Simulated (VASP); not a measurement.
Wanted: the native input for a VASP 6.6.1 run.

```yaml
Task: single point
Functional: PBE
Potentials_or_basis: VASP PAW PBE potentials, release 64 (Sn_d, S)
Cutoff: 500 eV
k_mesh: 4 × 11 × 10
Occupations: fermi-dirac, width 0.02 eV
Spin: no spin polarisation
Dipole_correction: no
Further_INCAR_settings: ALGO = Normal; EDIFF = 1e-06; NBANDS = 50
```

The structure of SnS lies in POSCAR:

```
SnS
1.0
   11.2440245564      0.0000000000      0.0000000000
    0.0000000000      4.0228179729      0.0000000000
    0.0000000000      0.0000000000      4.2135293435
Sn S
4 4
Direct
    0.1191530268      0.2500000000      0.1082057601
    0.3808469732      0.7500000000      0.6082057601
    0.6191530268      0.2500000000      0.3917942399
    0.8808469732      0.7500000000      0.8917942399
    0.8519728517      0.2500000000      0.4733725856
    0.6480271483      0.7500000000      0.9733725856
    0.3519728517      0.2500000000      0.0266274144
    0.1480271483      0.7500000000      0.5266274144
```

The input as run:

INCAR

```
SYSTEM = SnS
ALGO = Normal
EDIFF = 1E-6
ENCUT = 500
GGA = PE
GGA_COMPAT = .False.
ISIF = 2
ISMEAR = -1
LASPH = .True.
LCHARG = .True.
LELF = .True.
LREAL = .False.
LVHAR = .True.
LWAVE = .False.
NBANDS = 50
NELM = 120
PREC = Accurate
SIGMA = 0.02
```

KPOINTS

```
k-points
0
Gamma
  4 11 10
  0 0 0
```

Potentials or basis: VASP PAW PBE potentials, release 64 (Sn_d, S).

The run is started by

```bash
$ cat potpaw_PBE.64/Sn_d/POTCAR potpaw_PBE.64/S/POTCAR > POTCAR
$ mpirun -np 1 vasp_std > vasp.out
```

It gave:

```yaml
Pressure: 2.1 GPa
Largest_force: 0.014 eV/Å
Band_gap_on_the_k_mesh: 0.73 eV (least direct gap 1.10 eV)
```

Caveat: semilocal functionals underestimate gaps, and a narrow one can read as zero; spin-orbit coupling is left out, which moves the levels of the heavy elements.

It took 22 min on 1 thread of Oxide Virtual Turin-like Processor, on a shared host, peak memory 0.71 GiB.
